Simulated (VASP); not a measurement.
## Be3Au: relaxation of cell and atoms with PBE

Be3Au:

```xyz
4
Lattice="-1.6663 1.6663 3.7221 1.6663 -1.6663 3.7221 1.6663 1.6663 -3.7221" Properties=species:S:1:pos:R:3 pbc="T T T"
Be    0.0000    0.0000    3.7221
Be    1.6663    0.0000    1.8611
Be    0.0000    1.6663    1.8611
Au    0.0000    0.0000    0.0000
```

| Property | Result |
| --- | --- |
| Program | VASP 6.6.1 |
| Task | relaxation of cell and atoms |
| Functional | PBE |
| Potentials or basis | VASP PAW PBE potentials, release 64 (Be, Au) |
| Cutoff | 600 eV |
| k mesh | 8 × 8 × 8 |
| Occupations | gaussian, width 0.1 eV |
| Spin | no spin polarisation |
| Dipole correction | no |
| Further INCAR settings | ALGO = Normal; EDIFF = 1e-07; IBRION = 2; EDIFFG = -0.04; NSW = 90; ISIF = 3 |

```yaml
Relaxed_volume: 10.60 Å³/atom
Relaxed_cell: a = 4.259 Å, b = 4.259 Å, c = 4.259 Å, α = 131.55°, β = 131.55°, γ = 70.94°
Space_group_after_relaxing_to_0.05_Å: I4/mmm (No. 139)
Energy_gained_by_relaxing: 54.0 meV/atom
Ionic_steps: 5
Pressure_after_relaxing: -0.2 GPa
```

Stress tensor (GPa, compression positive):
```
-0.37  0.00  0.00
 0.00 -0.37  0.00
 0.00  0.00  0.06
```

Step by step:
```tsv
step	energy change (eV)	largest force (eV/Å)	pressure (GPa)	volume (Å³)
1	0.0000	0.0000	4.76	41.34
2	-0.1724	0.0000	-2.47	43.15
3	-0.1847	0.0000	-4.63	43.81
4	-0.2157	0.0000	0.33	42.23
5	-0.2161	0.0000	-0.22	42.39
```

Final structure:
```xyz
4
Lattice="-1.7478 1.7478 3.4689 1.7478 -1.7478 3.4689 1.7478 1.7478 -3.4689" Properties=species:S:1:pos:R:3 pbc="T T T"
Be    0.0000    0.0000    3.4689
Be    1.7478    0.0000    1.7345
Be    0.0000    1.7478    1.7345
Au    0.0000    0.0000    0.0000
```

Levels at points of the mesh, in eV from the Fermi level:
```tsv
k point	band 7	band 8	band 9	band 10	band 11	band 12
(0.00, 0.00, 0.00)	-1.71	1.84	1.84	3.28	3.28	4.14
(0.50, 0.00, 0.00)	-4.80	-1.55	0.54	2.57	4.09	5.28
(0.50, 0.50, 0.00)	-4.01	-3.70	-3.69	1.40	2.82	5.46
(0.50, 0.50, 0.50)	-5.60	-1.76	-1.76	4.21	6.51	6.54
```

It took 3.8 min on 1 thread of AMD EPYC 7R43 64-Core Processor (Zen 3), on a shared host, peak memory 0.2 GiB.

Caveat: spin-orbit coupling is left out, which moves the levels of the heavy elements.
